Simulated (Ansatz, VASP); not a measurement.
## KBr: VASP beside Ansatz

```
CELL_PARAMETERS angstrom
0.00000 3.30000 3.30000
3.30000 0.00000 3.30000
3.30000 3.30000 0.00000
ATOMIC_POSITIONS crystal
K 0.00000 0.00000 0.00000
Br 0.50000 0.50000 0.50000
```

Alike in both runs: task single point; functional r2SCAN; k mesh 6 × 6 × 6; occupations gaussian, width 0.1 eV; no spin polarisation.

|  | VASP | Ansatz |
| --- | --- | --- |
| version | VASP 6.6.1 | Ansatz 0.2.0 |
| potentials or method | VASP PAW PBE potentials, release 64 (K_sv, Br), cutoff 520 eV | scalar-relativistic, plane waves, PAW |
| valence electrons in the cell | 16 | 16 |

```csv
,VASP,Ansatz,Ansatz less VASP
gap on the k mesh at the Fermi level (eV),5.08,5.08,-0.002
least direct gap on the mesh (eV),5.08,5.08,-0.002
pressure (GPa),0.1,0.1,0.00
```

VASP's potentials were made for PBE, not for r2SCAN.
